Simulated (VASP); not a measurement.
## Hf2F3: relaxation of cell and atoms with PBE

Crystal: Hf2F3.

```
Hf F
1.0
     4.46185    0.00000    0.00000
     0.00000    4.46185    0.00000
     0.00000    0.00000    4.46185
Hf F
2 3
Cartesian
  2.2309 2.2309 2.2309
  0.0000 0.0000 0.0000
  0.0000 2.2309 2.2309
  2.2309 0.0000 2.2309
  2.2309 2.2309 0.0000
```

```json
{
  "Program": "VASP 6.6.1",
  "Task": "relaxation of cell and atoms",
  "Functional": "PBE",
  "Potentials or basis": "VASP PAW PBE potentials, release 64 (Hf_pv, F)",
  "Cutoff": "600 eV",
  "k mesh": "4 × 4 × 4",
  "Occupations": "gaussian, width 0.1 eV",
  "Spin": "no spin polarisation",
  "Dipole correction": "no",
  "Further INCAR settings": "ALGO = Normal; EDIFF = 1e-06; IBRION = 2; EDIFFG = -0.04; NSW = 90; ISIF = 3"
}
```

```yaml
Relaxed_volume: 16.40 Å³/atom
Relaxed_cell: a = 4.345 Å, b = 4.345 Å, c = 4.345 Å, α = 90.00°, β = 90.00°, γ = 90.00°
Space_group_after_relaxing_to_0.05_Å: Pm-3m (No. 221)
Energy_gained_by_relaxing: 24.8 meV/atom
Ionic_steps: 3
Pressure_after_relaxing: 0.0 GPa
```

Step by step:
```tsv
step	energy change (eV)	largest force (eV/Å)	pressure (GPa)	volume (Å³)
1	0.0000	0.0000	-5.47	88.83
2	-0.1224	0.0000	0.77	81.25
3	-0.1242	0.0000	0.00	82.01
```

Final structure:
```yaml
crystal:
  lattice:
    - [4.34464, 0.00000, 0.00000]
    - [0.00000, 4.34464, 0.00000]
    - [0.00000, 0.00000, 4.34464]
  atoms:
    - { symbol: Hf, position: [0.50000, 0.50000, 0.50000] }
    - { symbol: Hf, position: [0.00000, 0.00000, 0.00000] }
    - { symbol: F, position: [0.00000, 0.50000, 0.50000] }
    - { symbol: F, position: [0.50000, 0.00000, 0.50000] }
    - { symbol: F, position: [0.50000, 0.50000, 0.00000] }
```

Levels at points of the mesh, in eV from the Fermi level:
```tsv
k point	band 18	band 19	band 20	band 21	band 22	band 23
(0.00, 0.00, 0.00)	-7.58	-3.55	-0.75	-0.75	-0.75	-0.58
(0.50, 0.00, 0.00)	-7.65	-1.32	-0.04	0.09	0.12	0.75
(0.50, 0.50, 0.00)	-7.15	-0.24	-0.19	0.19	0.19	0.90
(0.50, 0.50, 0.50)	-7.13	-0.09	-0.09	-0.09	0.02	1.52
```

It took 110 s on 1 thread of Intel Xeon 8259CL, on a shared host, peak memory 0.22 GiB.

Caveat: the bands computed are all filled at some k points, so no gap is given; spin-orbit coupling is left out, which moves the levels of the heavy elements.
